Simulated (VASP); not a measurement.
# ZnCd2S3 (I-4m2) in VASP: further runs

The runs below take ZnCd2S3 through single point, relaxation of cell and atoms, with PBE, r2SCAN.

All numbers are computed with VASP 6.6.1; they aren't measurements. Logs are shortened: lines on timing, memory, paths and dates and some standing lists are left out, and cuts for length are marked.

## Step 1: The cell of the first run

The structure is tetragonal, space group I-4m2 (No. 119). Conventional cell: a = 3.977 Å, b = 3.977 Å, c = 16.875 Å, α = 90.00°, β = 90.00°, γ = 90.00°. Within 3.2 Å of Zn (site symmetry -4m2) lie 4 S at 2.44 Å. Cd (site symmetry 2mm) has 4 S at 2.44 Å within 3.2 Å. S (site symmetry -4m2) has 4 Cd at 2.44 Å within 3.2 Å. Within 3.2 Å of S (site symmetry 2mm) lie 2 Zn at 2.44 Å and 2 Cd at 2.44 Å.

## Step 2: Single point, PBE

INCAR

```
PREC = Accurate
ENCUT = 520
EDIFF = 1E-6
ISMEAR = 0
SIGMA = 0.1
LREAL = False
LASPH = True
NELM = 100
ALGO = Normal
ISIF = 2
LWAVE = False
LCHARG = False
GGA = PE
NBANDS = 36
```

KPOINTS

```
regular mesh
0
Gamma
  6 6 6
```

POSCAR

```
ZnCd2S3
1.0
   -1.9887238800      1.9887238800      8.4374408400
    1.9887238800     -1.9887238800      8.4374408400
    1.9887238800      1.9887238800     -8.4374408400
Zn Cd S
1 2 3
Direct
    0.0000000000      0.0000000000      0.0000000000
    0.6666666700      0.6666666700      0.0000000000
    0.3333333300      0.3333333300      0.0000000000
    0.7500000000      0.2500000000      0.5000000000
    0.4166666700      0.9166666700      0.5000000000
    0.0833333300      0.5833333300      0.5000000000
```

Potentials or basis: VASP PAW PBE potentials, release 64 (Zn, Cd, S).

Command:

```
$ cat potpaw_PBE.64/Zn/POTCAR potpaw_PBE.64/Cd/POTCAR potpaw_PBE.64/S/POTCAR > POTCAR
$ mpirun -np 1 vasp_std > vasp.out
```

OUTCAR:

```text
PREC = Accurate
   ENCUT = 520
   EDIFF = 1E-6
   ISMEAR = 0
   LREAL = False
   LASPH = True
   NELM = 100
   ISIF = 2
   GGA = PE

 ion  position               nearest neighbor table
   1  0.000  0.000  0.000-   6 2.44   5 2.44   6 2.44   5 2.44
   2  0.667  0.667  0.000-   4 2.44   4 2.44   6 2.44   6 2.44
   3  0.333  0.333  0.000-   4 2.44   4 2.44   5 2.44   5 2.44
   4  0.750  0.250  0.500-   3 2.44   2 2.44   3 2.44   2 2.44
   5  0.417  0.917  0.500-   1 2.44   1 2.44   3 2.44   3 2.44
   6  0.083  0.583  0.500-   1 2.44   1 2.44   2 2.44   2 2.44

  LATTYP: Found a body centered tetragonal cell.
 ALAT       =     3.9774477600
 C/A-ratio  =     4.2426406827

  Lattice vectors:

 A1 = (  -1.9887238800,   1.9887238800,   8.4374408400)
 A2 = (   1.9887238800,  -1.9887238800,   8.4374408400)
 A3 = (   1.9887238800,   1.9887238800,  -8.4374408400)

Analysis of symmetry for initial positions (statically):
=====================================================================
 Subroutine PRICEL returns:
 Original cell was already a primitive cell.

 Routine SETGRP: Setting up the symmetry group for a
 body centered tetragonal supercell.

 Subroutine GETGRP returns: Found  8 space group operations
 (whereof  8 operations were pure point group operations)
 out of a pool of 16 trial point group operations.

The static configuration has the point symmetry D_2d.

Analysis of symmetry for dynamics (positions and initial velocities):
=====================================================================
 Subroutine PRICEL returns:
 Original cell was already a primitive cell.

 Routine SETGRP: Setting up the symmetry group for a
 body centered tetragonal supercell.

 Subroutine GETGRP returns: Found  8 space group operations
 (whereof  8 operations were pure point group operations)
 out of a pool of 16 trial point group operations.

The dynamic configuration has the point symmetry D_2d.

 Subroutine INISYM returns: Found  8 space group operations
 (whereof  8 operations are pure point group operations),
 and found     1 'primitive' translations

----------------------------------------------------------------------------------------

                                     Primitive cell

  volume of cell :     133.4811

  direct lattice vectors                    reciprocal lattice vectors
    -1.988723880  1.988723880  8.437440840     0.000000000  0.251417507  0.059259675
     1.988723880 -1.988723880  8.437440840     0.251417507  0.000000000  0.059259675
     1.988723880  1.988723880 -8.437440840     0.251417507  0.251417507  0.000000000

  length of vectors
     8.893843560  8.893843560  8.893843560     0.258306933  0.258306933  0.355558048

  position of ions in fractional coordinates (direct lattice)
     0.000000000  0.000000000  0.000000000
     0.666666670  0.666666670  0.000000000
     0.333333330  0.333333330  0.000000000
     0.750000000  0.250000000  0.500000000
     0.416666670  0.916666670  0.500000000
     0.083333330  0.583333330  0.500000000

  ion indices of the primitive-cell ions
   primitive index   ion index
                 1           1
                 2           2
                 3           3
                 4           4
                 5           5
                 6           6

----------------------------------------------------------------------------------------

 KPOINTS: regular mesh

Automatic generation of k-mesh.
 Grid dimensions read from file:
 generate k-points for:    6    6    6

 Generating k-lattice:

  Cartesian coordinates                     Fractional coordinates (reciprocal lattice)
     0.000000000  0.041902918  0.009876612     0.166666667  0.000000000  0.000000000
     0.041902918  0.000000000  0.009876612     0.000000000  0.166666667  0.000000000
     0.041902918  0.041902918  0.000000000     0.000000000  0.000000000  0.166666667

  Length of vectors
     0.043051156  0.043051156  0.059259675

  Shift w.r.t. Gamma in fractional coordinates (k-lattice)
     0.000000000  0.000000000  0.000000000

 Subroutine IBZKPT returns following result:
 ===========================================

 Found     30 irreducible k-points:

 Following reciprocal coordinates:
            Coordinates               Weight
  0.000000  0.000000  0.000000      1.000000
  0.166667 -0.000000  0.000000      8.000000
  0.333333 -0.000000  0.000000      8.000000
  0.500000 -0.000000  0.000000      4.000000
  0.166667  0.166667  0.000000      8.000000
  0.333333  0.166667  0.000000     16.000000
[... 16 lines left out ...]
 -0.333333 -0.333333  0.166667      8.000000
 -0.166667 -0.333333  0.166667      8.000000
 [... further k-points ...]
   k-points           NKPTS =     30   k-points in BZ     NKDIM =     30   number of bands    NBANDS=     36
   number of dos      NEDOS =    301   number of ions     NIONS =      6
   total plane-waves  NPLWV = 343000
   dimension x,y,z NGX =    70 NGY =   70 NGZ =   70
   dimension x,y,z NGXF=   140 NGYF=  140 NGZF=  140
   ions per type =               1   2   3
   NGX,Y,Z   is equivalent  to a cutoff of  13.08, 13.08, 13.08 a.u.
   NGXF,Y,Z  is equivalent  to a cutoff of  26.17, 26.17, 26.17 a.u.
 SYSTEM =  unknown system
   PREC   = accura    normal or accurate (medium, high low for compatibility)
   ISTART =      0    job   : 0-new  1-cont  2-samecut
   ICHARG =      2    charge: 1-file 2-atom 10-const
   ISPIN  =      1    spin polarized calculation?
   LNONCOLLINEAR =      F non collinear calculations
   LSORBIT =      F    spin-orbit coupling
   LASPH  =      T    aspherical Exc in radial PAW
   ENCUT  =  520.0 eV  38.22 Ry    6.18 a.u.  16.54 16.54 16.54*2*pi/ulx,y,z
   NELM   =    100;   NELMIN=  2; NELMDL= -5     # of ELM steps
   EDIFF  = 0.1E-05   stopping-criterion for ELM
   LREAL  =      F    real-space projection
   EDIFFG = 0.1E-04   stopping-criterion for IOM
   NSW    =      0    number of steps for IOM
   IBRION =     -1    ionic relax: 0-MD 1-quasi-New 2-CG
   NFREE  =      0    steps in history (QN), initial steepest desc. (CG)
   ISIF   =      2    stress and relaxation
   ISYM   =      2    0-nonsym 1-usesym 2-fastsym
   POTIM  = 0.5000    time-step for ionic-motion
   TEBEG  =    0.0;   TEEND  =   0.0 temperature during run
   PSTRESS=    0.0 pullay stress
   NELECT =      54.0000    total number of electrons
   NUPDOWN=      -1.0000    fix difference up-down
   EMIN   =  10.00;   EMAX   =-10.00  energy-range for DOS
   EFERMI =   0.00;   METHOD = LEGACY
   ISMEAR =     0;   SIGMA  =   0.10  broadening in eV -4-tet -1-fermi 0-gaus
   EFERMI_NEDOS =   21; number of points for ismear=-14 and -15
   IALGO  =     38    algorithm
   IMIX   =      4    mixing-type and parameters
     AMIX     =   0.40;   BMIX     =  1.00
     AMIX_MAG =   1.60;   BMIX_MAG =  1.00
  volume/ion in A,a.u.               =      22.25       150.13
  Fermi-wavevector in a.u.,A,eV,Ry     =   1.210783  2.288047 19.946067  1.465995
  Thomas-Fermi vector in A             =   2.346319
   LORBIT       =      0    0 simple, 1 ext, 2 COOP (PROOUT), +10 PAW based schemes
   GGA     = PE    functional components
   LHFCALC =     F    Hartree Fock is set to
   AEXX    =    0.0000 exact exchange contribution
   IVDW    =     0    specifies the selected vdW correction
   LEPSILON=     F    determine dielectric tensor
   LRPA    =     F    only Hartree local field effects (RPA)
 non-spin polarized calculation
 Gauss-broadening in eV      SIGMA  =   0.10
  energy-cutoff  :      520.00
  volume of cell :      133.48
 maximum number of plane-waves:      3679
 NGX is ok and might be reduce to    70
   NGX = 33   NGY = 33   NGZ = 33

 number of electron      53.9999998 magnetization

 Free energy of the ion-electron system (eV)
  ---------------------------------------------------
  ext. energy  EPLUGINS =         0.00000000
  ---------------------------------------------------
  free energy    TOTEN  =       -18.55259259 eV

  energy without entropy =      -18.55259259  energy(sigma->0) =      -18.55259259

 E-fermi :   2.3504     XC(G=0):  -9.4738

 val. band max:        1.9191508861   @ k =   0.0000   0.0000   0.0000
 cond. band min:       3.3556213919   @ k =   0.0000   0.0000   0.0000
 fundamental gap:      1.4364705058
 Fermi energy:         2.3503508149

 k-point     1 :       0.0000    0.0000    0.0000
  band No.  band energies     occupation
      1     -10.9763      2.00000
      2     -10.4726      2.00000
      3     -10.2829      2.00000
      4      -6.0637      2.00000
      5      -6.0637      2.00000
      6      -6.0320      2.00000
[... 28 lines left out ...]
     35       8.3796      0.00000
     36      10.6018      0.00000

 k-point     2 :       0.1667   -0.0000    0.0000
  band No.  band energies     occupation
      1     -10.8785      2.00000
      2     -10.4588      2.00000
      3     -10.2477      2.00000
      4      -6.0477      2.00000
      5      -6.0370      2.00000
      6      -6.0005      2.00000
[... 28 lines left out ...]
     35       8.7742      0.00000
     36       9.4089      0.00000

 k-point     3 :       0.3333   -0.0000    0.0000
  band No.  band energies     occupation
      1     -10.6615      2.00000
      2     -10.4047      2.00000
      3     -10.2171      2.00000
      4      -6.0089      2.00000
      5      -5.9949      2.00000
      6      -5.9065      2.00000
[... 28 lines left out ...]
     35       8.9613      0.00000
     36       9.3851      0.00000
[... 742 lines left out ...]
 k-point    23 :      -0.3333   -0.3333    0.1667
  band No.  band energies     occupation
      1     -10.7430      2.00000
      2     -10.5256      2.00000
      3     -10.1724      2.00000
      4      -6.0244      2.00000
      5      -5.9880      2.00000
      6      -5.9644      2.00000
[... 28 lines left out ...]
     35       9.0117      0.00000
     36       9.1313      0.00000

 k-point    24 :      -0.1667   -0.3333    0.1667
  band No.  band energies     occupation
      1     -10.8441      2.00000
      2     -10.5397      2.00000
      3     -10.2026      2.00000
      4      -6.0485      2.00000
      5      -6.0403      2.00000
      6      -5.9964      2.00000
[... 28 lines left out ...]
     35       8.7260      0.00000
     36       9.2222      0.00000

 [... further k-points ...]

------------------------ aborting loop because EDIFF is reached ----------------------------------------

  FORCE on cell =-STRESS in cart. coord.  units (eV):
  Direction    XX          YY          ZZ          XY          YZ          ZX
  --------------------------------------------------------------------------------------
  -------------------------------------------------------------------------------------
  Total        5.4567523      5.4567523      5.4060054      0.0000000     -0.0000000      0.0000000
  in kB       65.4975591     65.4975591     64.8884423      0.0000000     -0.0000000      0.0000000
  external PRESSURE =      65.2945202 kB  Pullay stress =       0.0000000 kB

 VOLUME and BASIS-vectors are now :
 -----------------------------------------------------------------------------
  energy-cutoff  :      520.00
  volume of cell :      133.48
      direct lattice vectors                 reciprocal lattice vectors
    -1.988723880  1.988723880  8.437440840     0.000000000  0.251417507  0.059259675
     1.988723880 -1.988723880  8.437440840     0.251417507  0.000000000  0.059259675
     1.988723880  1.988723880 -8.437440840     0.251417507  0.251417507  0.000000000

 POSITION                                       TOTAL-FORCE (eV/Angst)
 -----------------------------------------------------------------------------------
      0.00000      0.00000      0.00000        -0.000000     -0.000000     -0.000000
      0.00000      0.00000     11.24992        -0.000000     -0.000000     -0.083819
      0.00000      0.00000      5.62496        -0.000000     -0.000000      0.083819
      0.00000      1.98872      4.21872        -0.000000     -0.000000      0.000000
      1.98872      0.00000      7.03120         0.000000      0.000000      1.617469
      1.98872     -0.00000      1.40624         0.000000      0.000000     -1.617469
 -----------------------------------------------------------------------------------
    total drift:                                0.000001     -0.000001      0.000000

  FREE ENERGIE OF THE ION-ELECTRON SYSTEM (eV)
  ---------------------------------------------------
  free  energy   TOTEN  =       -18.5525925914 eV

  energy  without entropy=      -18.5525925914  energy(sigma->0) =      -18.55259259
```

It took 7.6 min on 1 thread of AMD EPYC 9R14 (Zen 4), shared host; peak memory 0.7 GiB.

What came out:

- Free energy: -18.5526 eV
- Pressure: 6.5 GPa
- Largest force: 1.617 eV/Å
- Band gap on the k mesh: 1.44 eV

Forces on the atoms (eV/Å):
```
Zn   0.000  0.000  0.000
Cd   0.000  0.000 -0.084
Cd   0.000  0.000  0.084
S    0.000  0.000  0.000
S    0.000  0.000  1.617
S    0.000  0.000 -1.617
```

Caveat: the cell stands under pressure; forces of over 1 eV/Å act on the atoms, so gaps and moduli don't describe the material at rest. A k mesh can miss the band edges.

[end of part 1 of 2]
